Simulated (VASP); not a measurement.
# Bi (Pm-3m) in VASP: notebook

Runs on Bi. Level: LDA. Tasks: single point.

Everything below comes from runs of VASP 6.6.1. Logs are shortened: lines on timing, memory, paths and dates and some standing lists are left out, and cuts for length are marked.

## 1. The cell of the first run

The structure is cubic, space group Pm-3m (No. 221). Conventional cell: a = 2.697 Å, b = 2.697 Å, c = 2.697 Å, α = 90.00°, β = 90.00°, γ = 90.00°. Within 3.6 Å of Bi (site symmetry m-3m) lie 6 Bi at 2.70 Å.

This isn't the form of Bi at room conditions, which is rhombohedral.

## 2. Single point, LDA (19.61 Å³/atom)

The input, INCAR:

```
PREC     = Accurate       # precision mode
ENCUT    = 500            # plane-wave cutoff, eV
EDIFF    = 1E-6           # SCF threshold, eV
ISMEAR   = -1             # smearing method
SIGMA    = 0.05           # smearing width, eV
LREAL    = False          # projectors in reciprocal space
LASPH    = True           # aspherical terms in the spheres
NELM     = 120            # most SCF steps
ALGO     = Normal         # electronic algorithm
ISIF     = 2              # what is computed and relaxed
LWAVE    = False          # write WAVECAR
LCHARG   = False          # write CHGCAR
GGA      = CA             # functional
NBANDS   = 14             # bands
GGA_COMPAT= False
```

The input, KPOINTS:

```
regular mesh
0
Gamma
  12 12 12
```

The input, POSCAR:

```
Bi
1.0
    2.6968645676      0.0000000000      0.0000000000
    0.0000000000      2.6968645676      0.0000000000
    0.0000000000      0.0000000000      2.6968645676
Bi
1
Direct
    0.0000000000      0.0000000000      0.0000000000
```

Potentials or basis: VASP PAW LDA potentials, release 64 (Bi_d).

Run with:

```
> cat potpaw_LDA.64/Bi_d/POTCAR > POTCAR
> mpirun -np 1 vasp_std > vasp.out
```

OUTCAR:

```text
PREC = Accurate
   ENCUT = 500
   EDIFF = 1E-6
   ISMEAR = -1
   LREAL = False
   LASPH = True
   NELM = 120
   ISIF = 2
   GGA = CA

 ion  position               nearest neighbor table
   1  0.000  0.000  0.000-

  LATTYP: Found a simple cubic cell.
 ALAT       =     2.6968645676

  Lattice vectors:

 A1 = (   2.6968645676,   0.0000000000,   0.0000000000)
 A2 = (   0.0000000000,   2.6968645676,   0.0000000000)
 A3 = (   0.0000000000,   0.0000000000,   2.6968645676)

Analysis of symmetry for initial positions (statically):
=====================================================================
 Subroutine PRICEL returns:
 Original cell was already a primitive cell.

 Routine SETGRP: Setting up the symmetry group for a
 simple cubic supercell.

 Subroutine GETGRP returns: Found 48 space group operations
 (whereof 48 operations were pure point group operations)
 out of a pool of 48 trial point group operations.

The static configuration has the point symmetry O_h .

Analysis of symmetry for dynamics (positions and initial velocities):
=====================================================================
 Subroutine PRICEL returns:
 Original cell was already a primitive cell.

 Routine SETGRP: Setting up the symmetry group for a
 simple cubic supercell.

 Subroutine GETGRP returns: Found 48 space group operations
 (whereof 48 operations were pure point group operations)
 out of a pool of 48 trial point group operations.

The dynamic configuration has the point symmetry O_h .

 Subroutine INISYM returns: Found 48 space group operations
 (whereof 48 operations are pure point group operations),
 and found     1 'primitive' translations

----------------------------------------------------------------------------------------

                                     Primitive cell

  volume of cell :      19.6145

  direct lattice vectors                    reciprocal lattice vectors
     2.696864568  0.000000000  0.000000000     0.370800971  0.000000000  0.000000000
     0.000000000  2.696864568  0.000000000     0.000000000  0.370800971  0.000000000
     0.000000000  0.000000000  2.696864568     0.000000000  0.000000000  0.370800971

  length of vectors
     2.696864568  2.696864568  2.696864568     0.370800971  0.370800971  0.370800971

  position of ions in fractional coordinates (direct lattice)
     0.000000000  0.000000000  0.000000000

  ion indices of the primitive-cell ions
   primitive index   ion index
                 1           1

----------------------------------------------------------------------------------------

 KPOINTS: regular mesh

Automatic generation of k-mesh.
 Grid dimensions read from file:
 generate k-points for:   12   12   12

 Generating k-lattice:

  Cartesian coordinates                     Fractional coordinates (reciprocal lattice)
     0.030900081  0.000000000  0.000000000     0.083333333  0.000000000  0.000000000
     0.000000000  0.030900081  0.000000000     0.000000000  0.083333333  0.000000000
     0.000000000  0.000000000  0.030900081     0.000000000  0.000000000  0.083333333

  Length of vectors
     0.030900081  0.030900081  0.030900081

  Shift w.r.t. Gamma in fractional coordinates (k-lattice)
     0.000000000  0.000000000  0.000000000

 Subroutine IBZKPT returns following result:
 ===========================================

 Found     84 irreducible k-points:

 Following reciprocal coordinates:
            Coordinates               Weight
  0.000000  0.000000  0.000000      1.000000
  0.083333  0.000000  0.000000      6.000000
  0.166667  0.000000  0.000000      6.000000
  0.250000  0.000000  0.000000      6.000000
  0.333333  0.000000  0.000000      6.000000
  0.416667  0.000000  0.000000      6.000000
[... 16 lines left out ...]
  0.333333  0.333333  0.000000     12.000000
  0.416667  0.333333  0.000000     24.000000
 [... further k-points ...]
   k-points           NKPTS =     84   k-points in BZ     NKDIM =     84   number of bands    NBANDS=     14
   number of dos      NEDOS =    301   number of ions     NIONS =      1
   total plane-waves  NPLWV =   8000
   dimension x,y,z NGX =    20 NGY =   20 NGZ =   20
   dimension x,y,z NGXF=    40 NGYF=   40 NGZF=   40
   ions per type =               1
   NGX,Y,Z   is equivalent  to a cutoff of  12.33, 12.33, 12.33 a.u.
   NGXF,Y,Z  is equivalent  to a cutoff of  24.66, 24.66, 24.66 a.u.
 SYSTEM =  unknown system
   PREC   = accura    normal or accurate (medium, high low for compatibility)
   ISTART =      0    job   : 0-new  1-cont  2-samecut
   ICHARG =      2    charge: 1-file 2-atom 10-const
   ISPIN  =      1    spin polarized calculation?
   LNONCOLLINEAR =      F non collinear calculations
   LSORBIT =      F    spin-orbit coupling
   LASPH  =      T    aspherical Exc in radial PAW
   ENCUT  =  500.0 eV  36.75 Ry    6.06 a.u.   4.92  4.92  4.92*2*pi/ulx,y,z
   NELM   =    120;   NELMIN=  2; NELMDL= -5     # of ELM steps
   EDIFF  = 0.1E-05   stopping-criterion for ELM
   LREAL  =      F    real-space projection
   EDIFFG = 0.1E-04   stopping-criterion for IOM
   NSW    =      0    number of steps for IOM
   IBRION =     -1    ionic relax: 0-MD 1-quasi-New 2-CG
   NFREE  =      0    steps in history (QN), initial steepest desc. (CG)
   ISIF   =      2    stress and relaxation
   ISYM   =      2    0-nonsym 1-usesym 2-fastsym
   POTIM  = 0.5000    time-step for ionic-motion
   TEBEG  =    0.0;   TEEND  =   0.0 temperature during run
   PSTRESS=    0.0 pullay stress
   NELECT =      15.0000    total number of electrons
   NUPDOWN=      -1.0000    fix difference up-down
   EMIN   =  10.00;   EMAX   =-10.00  energy-range for DOS
   EFERMI =   0.00;   METHOD = LEGACY
   ISMEAR =    -1;   SIGMA  =   0.05  broadening in eV -4-tet -1-fermi 0-gaus
   EFERMI_NEDOS =   21; number of points for ismear=-14 and -15
   IALGO  =     38    algorithm
   IMIX   =      4    mixing-type and parameters
     AMIX     =   0.40;   BMIX     =  1.00
     AMIX_MAG =   1.60;   BMIX_MAG =  1.00
  volume/ion in A,a.u.               =      19.61       132.37
  Fermi-wavevector in a.u.,A,eV,Ry     =   1.497084  2.829078 30.494193  2.241260
  Thomas-Fermi vector in A             =   2.609017
   LORBIT       =      0    0 simple, 1 ext, 2 COOP (PROOUT), +10 PAW based schemes
   GGA     = CA    functional components
   LHFCALC =     F    Hartree Fock is set to
   AEXX    =    0.0000 exact exchange contribution
   IVDW    =     0    specifies the selected vdW correction
   LEPSILON=     F    determine dielectric tensor
   LRPA    =     F    only Hartree local field effects (RPA)
 non-spin polarized calculation
  energy-cutoff  :      500.00
  volume of cell :       19.61
 maximum number of plane-waves:       516
 NGX is ok and might be reduce to    20
   NGX =  9   NGY =  9   NGZ =  9

 number of electron      15.0000004 magnetization

 Free energy of the ion-electron system (eV)
  ---------------------------------------------------
  ext. energy  EPLUGINS =         0.00000000
  ---------------------------------------------------
  free energy    TOTEN  =        -2.10933449 eV

  energy without entropy =       -2.10529375  energy(sigma->0) =       -2.10731412

 E-fermi :  15.5760     XC(G=0): -12.7899

 val. band max:       15.5703832832   @ k =   0.3333   0.2500   0.2500
 cond. band min:      15.6182551039   @ k =   0.1667   0.1667   0.0000
 fundamental gap:      0.0478718207
 Fermi energy:        15.5760123817

 k-point     1 :       0.0000    0.0000    0.0000
  band No.  band energies     occupation
      1      -9.8996      2.00000
      2      -9.8996      2.00000
      3      -8.2002      2.00000
      4      -8.2002      2.00000
      5      -8.2002      2.00000
      6      -3.4035      2.00000
      7      19.3733      0.00000
      8      19.3733      0.00000
      9      19.3733      0.00000
     10      24.8921      0.00000
     11      25.3837      0.00000
     12      25.3837      0.00000
     13      33.6131      0.00000
     14      33.6131      0.00000

 k-point     2 :       0.0833    0.0000    0.0000
  band No.  band energies     occupation
      1      -9.8928      2.00000
      2      -9.8226      2.00000
      3      -8.2330      2.00000
      4      -8.2330      2.00000
      5      -8.1974      2.00000
      6      -3.2419      2.00000
      7      17.7531      0.00000
      8      19.5783      0.00000
      9      19.5783      0.00000
     10      25.1134      0.00000
     11      25.3392      0.00000
     12      26.9511      0.00000
     13      33.2198      0.00000
     14      33.6360      0.00000

 k-point     3 :       0.1667    0.0000    0.0000
  band No.  band energies     occupation
      1      -9.8743      2.00000
      2      -9.6153      2.00000
      3      -8.3219      2.00000
      4      -8.3219      2.00000
      5      -8.1899      2.00000
      6      -2.7478      2.00000
      7      14.8952      2.00000
      8      20.1687      0.00000
      9      20.1687      0.00000
     10      25.2049      0.00000
     11      25.2103      0.00000
     12      30.1826      0.00000
     13      32.3663      0.00000
     14      33.5851      0.00000
[... 324 lines left out ...]
 k-point    23 :       0.3333    0.3333    0.0000
  band No.  band energies     occupation
      1      -9.4335      2.00000
      2      -9.0582      2.00000
      3      -8.5210      2.00000
      4      -8.5098      2.00000
      5      -8.3518      2.00000
      6       1.7538      2.00000
      7      11.0076      2.00000
      8      12.1784      2.00000
      9      20.6432      0.00000
     10      25.3359      0.00000
     11      26.3042      0.00000
     12      28.9292      0.00000
     13      32.3567      0.00000
     14      34.6856      0.00000

 k-point    24 :       0.4167    0.3333    0.0000
  band No.  band energies     occupation
      1      -9.3888      2.00000
      2      -9.1724      2.00000
      3      -8.5970      2.00000
      4      -8.5048      2.00000
      5      -8.1258      2.00000
      6       3.0480      2.00000
      7       9.1042      2.00000
      8      12.6681      2.00000
      9      19.0147      0.00000
     10      26.5993      0.00000
     11      26.6009      0.00000
     12      28.4279      0.00000
     13      31.2928      0.00000
     14      35.3203      0.00000

 [... further k-points ...]

------------------------ aborting loop because EDIFF is reached ----------------------------------------

  FORCE on cell =-STRESS in cart. coord.  units (eV):
  Direction    XX          YY          ZZ          XY          YZ          ZX
  --------------------------------------------------------------------------------------
  -------------------------------------------------------------------------------------
  Total       11.7086718     11.7086718     11.7086718     -0.0000000     -0.0000000      0.0000000
  in kB      956.4027241    956.4027241    956.4027241     -0.0000000     -0.0000000      0.0000000
  external PRESSURE =     956.4027241 kB  Pullay stress =       0.0000000 kB

 VOLUME and BASIS-vectors are now :
 -----------------------------------------------------------------------------
  energy-cutoff  :      500.00
  volume of cell :       19.61
      direct lattice vectors                 reciprocal lattice vectors
     2.696864568  0.000000000  0.000000000     0.370800971  0.000000000  0.000000000
     0.000000000  2.696864568  0.000000000     0.000000000  0.370800971  0.000000000
     0.000000000  0.000000000  2.696864568     0.000000000  0.000000000  0.370800971

 POSITION                                       TOTAL-FORCE (eV/Angst)
 -----------------------------------------------------------------------------------
      0.00000      0.00000      0.00000         0.000000      0.000000      0.000000
 -----------------------------------------------------------------------------------
    total drift:                               -0.000000      0.000000      0.000000

  FREE ENERGIE OF THE ION-ELECTRON SYSTEM (eV)
  ---------------------------------------------------
  free  energy   TOTEN  =        -2.1093344913 eV

  energy  without entropy=       -2.1052937537  energy(sigma->0) =       -2.10731412
```

It took 18 s on 1 thread of Intel Xeon 8259CL, shared host; peak memory 0.13 GiB.

Results:

```yaml
Free_energy: -2.1093 eV
Pressure: 95.6 GPa
Band_gap_on_the_k_mesh: zero (an odd number of electrons rules out a gap without spin polarisation)
```

Caveat: the cell stands under pressure; spin-orbit coupling is left out, which moves the levels of the heavy elements.

## 3. Single point, LDA (22.23 Å³/atom)

This run uses another cell than the first one, of 22.23 Å³/atom.

The input, INCAR:

```
SYSTEM = Bi
  PREC = Accurate
  ENCUT = 500
  EDIFF = 1E-6
  ISMEAR = -1
  SIGMA = 0.05
  LREAL = .False.
  LASPH = .True.
  NELM = 120
  ALGO = Normal
  ISIF = 2
  LWAVE = .False.
  LCHARG = .False.
  GGA = CA
  NBANDS = 14
  GGA_COMPAT = .False.
```

The input, KPOINTS:

```
Automatic mesh
0
Gamma
  12 12 12
  0 0 0
```

The input, POSCAR:

```
Bi
1.0
    2.8117607109      0.0000000000      0.0000000000
    0.0000000000      2.8117607109      0.0000000000
    0.0000000000      0.0000000000      2.8117607109
Bi
1
Direct
    0.0000000000      0.0000000000      0.0000000000
```

Potentials or basis: VASP PAW LDA potentials, release 64 (Bi_d).

Run with:

```
> cat potpaw_LDA.64/Bi_d/POTCAR > POTCAR
> mpirun -np 1 vasp_std > vasp.out
```

Run time: 19 s. Hardware: 1 thread of Intel Xeon 8259CL, shared host; peak memory 0.14 GiB.

The run converged. Its results:

```yaml
Free_energy: -3.2980 eV
Pressure: 53.7 GPa
Band_gap_on_the_k_mesh: zero (an odd number of electrons rules out a gap without spin polarisation)
```

Levels at points of the mesh, in eV from the Fermi level:
```tsv
k point	band 5	band 6	band 7	band 8	band 9	band 10
(0.00, 0.00, 0.00)	-23.39	-17.33	3.74	3.74	3.74	8.63
(0.50, 0.00, 0.00)	-23.37	-13.35	-8.59	7.31	7.31	9.53
(0.50, 0.50, 0.00)	-23.03	-9.44	-5.56	-5.56	1.31	11.93
(0.50, 0.50, 0.50)	-23.00	-5.18	-2.56	-2.56	-2.56	4.53
```

Caveat: the cell stands under pressure; spin-orbit coupling is left out, which moves the levels of the heavy elements.

## 4. Single point, LDA (24.85 Å³/atom)

This run uses another cell than the first one, of 24.85 Å³/atom.

The input, INCAR:

```
SYSTEM = Bi
ALGO = Normal
EDIFF = 1E-6
ENCUT = 500
GGA_COMPAT = .False.
ISIF = 2
ISMEAR = -1
LASPH = .True.
LCHARG = .False.
LREAL = .False.
LWAVE = .False.
NBANDS = 14
NELM = 120
PREC = Accurate
SIGMA = 0.05
```

The input, KPOINTS:

```
k-points
0
Gamma
  12 12 12
  0 0 0
```

The input, POSCAR:

```
Bi
1.0
    2.9179639227      0.0000000000      0.0000000000
    0.0000000000      2.9179639227      0.0000000000
    0.0000000000      0.0000000000      2.9179639227
Bi
1
Direct
    0.0000000000      0.0000000000      0.0000000000
```

Run with:

```
> cat potpaw_LDA.64/Bi_d/POTCAR > POTCAR
> mpirun -np 1 vasp_std > vasp.out
```

Wall time 21 s (1 thread of Intel Xeon 8259CL, shared host); peak memory 0.14 GiB.

Results (log left out):

- Free energy: -3.9632 eV
- Pressure: 29.6 GPa
- Band gap on the k mesh: zero (an odd number of electrons rules out a gap without spin polarisation)

Levels at points of the mesh, in eV from the Fermi level:
```tsv
k point	band 5	band 6	band 7	band 8	band 9	band 10
(0.00, 0.00, 0.00)	-23.09	-16.02	3.65	3.65	3.65	8.04
(0.50, 0.00, 0.00)	-23.07	-12.71	-7.50	6.72	6.72	9.91
(0.50, 0.50, 0.00)	-22.81	-9.42	-4.81	-4.81	1.73	10.41
(0.50, 0.50, 0.50)	-22.79	-5.91	-2.20	-2.20	-2.20	5.18
```

Caveat: the cell stands under pressure; spin-orbit coupling is left out, which moves the levels of the heavy elements.

## 5. Single point, LDA (27.46 Å³/atom)

This run uses another cell than the first one, of 27.46 Å³/atom.

The input, INCAR:

```
SYSTEM = Bi
PREC = Accurate ; ENCUT = 500
EDIFF = 1E-6 ; ISMEAR = -1
SIGMA = 0.05 ; LREAL = .False.
LASPH = .True. ; NELM = 120
ALGO = Normal ; ISIF = 2
LWAVE = .False. ; LCHARG = .False.
GGA = CA ; NBANDS = 14
GGA_COMPAT = .False.
```

The input, KPOINTS:

```
regular mesh
0
Gamma
  12 12 12
  0 0 0
```

The input, POSCAR:

```
Bi
1.0
    3.0169525701      0.0000000000      0.0000000000
    0.0000000000      3.0169525701      0.0000000000
    0.0000000000      0.0000000000      3.0169525701
Bi
1
Direct
    0.0000000000      0.0000000000      0.0000000000
```

Run with:

```
> cat potpaw_LDA.64/Bi_d/POTCAR > POTCAR
> mpirun -np 1 vasp_std > vasp.out
```

It took 18 s on 1 thread of Intel Xeon 8259CL, shared host; peak memory 0.14 GiB.

Results (log left out):

| Item | Value |
| --- | --- |
| Free energy | -4.3190 eV |
| Pressure | 15.0 GPa |
| Band gap on the k mesh | zero (an odd number of electrons rules out a gap without spin polarisation) |

Levels at points of the mesh, in eV from the Fermi level:
| k point | band 4 | band 5 | band 6 | band 7 | band 8 | band 9 | band 10 | band 11 | band 12 | band 13 |
| --- | --- | --- | --- | --- | --- | --- | --- | --- | --- | --- |
| (0.00, 0.00, 0.00) | -22.90 | -22.90 | -15.01 | 3.50 | 3.50 | 3.50 | 7.48 | 8.49 | 8.49 | 17.53 |
| (0.50, 0.00, 0.00) | -23.06 | -22.88 | -12.21 | -6.64 | 6.15 | 6.15 | 9.97 | 10.12 | 11.76 | 11.90 |
| (0.50, 0.50, 0.00) | -23.05 | -22.68 | -9.43 | -4.24 | -4.24 | 2.06 | 9.17 | 12.20 | 12.20 | 14.98 |
| (0.50, 0.50, 0.50) | -22.67 | -22.67 | -6.50 | -1.93 | -1.93 | -1.93 | 5.29 | 5.29 | 5.29 | 5.63 |

Caveat: the cell stands under pressure; spin-orbit coupling is left out, which moves the levels of the heavy elements.

## 6. The runs side by side

| cell | gap on the mesh (eV) | pressure (GPa) |
| --- | --- | --- |
| a = 2.697 Å, 1 atom | none | 95.6 |
| a = 2.812 Å, 1 atom | none | 53.7 |
| a = 2.918 Å, 1 atom | none | 29.6 |
| a = 3.017 Å, 1 atom | none | 15.0 |

Alike in all rows: task single point; level LDA; potentials or basis VASP PAW LDA potentials, release 64 (Bi_d); no spin polarisation; k mesh 12 × 12 × 12; cutoff (eV) 500; smearing fermi-dirac 0.05 eV.

Caveats: the cell stands under pressure; spin-orbit coupling is left out, which moves the levels of the heavy elements.

Total energies depend on the potentials used, so only differences within one code and one set of settings carry meaning.
